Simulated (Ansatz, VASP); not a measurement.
## CaSe: VASP beside Ansatz

```xyz
2
Lattice="0.0000 2.9675 2.9675 2.9675 0.0000 2.9675 2.9675 2.9675 0.0000" Properties=species:S:1:pos:R:3 pbc="T T T"
Ca    0.0000    0.0000    0.0000
Se    2.9675    2.9675    2.9675
```

Alike in both runs: task single point; functional r2SCAN; k mesh 8 × 8 × 8; no spin polarisation.

|  | VASP | Ansatz |
| --- | --- | --- |
| version | VASP 6.6.1 | Ansatz 0.2.0 |
| potentials or method | VASP PAW PBE potentials, release 64 (Ca_sv, Se) | plane waves, PAW |
| plane-wave cutoff (eV) | 520 | 500 |
| occupations | gaussian, width 0.01 eV | fixed |
| valence electrons in the cell | 16 | 26 |

Ansatz gave:

| Property | Result |
| --- | --- |
| gap on the k mesh at the Fermi level (eV) | 2.52 |
| pressure (GPa) | 0.0 |

Q: What did VASP give for the same quantities?

A: gap on the k mesh at the Fermi level (eV): 2.52; pressure (GPa): 0.2.

VASP's potentials were made for PBE, not for r2SCAN. VASP's potentials hold 16 valence electrons a cell and Ansatz's 26, so a difference there can come from the potentials and not from the codes.
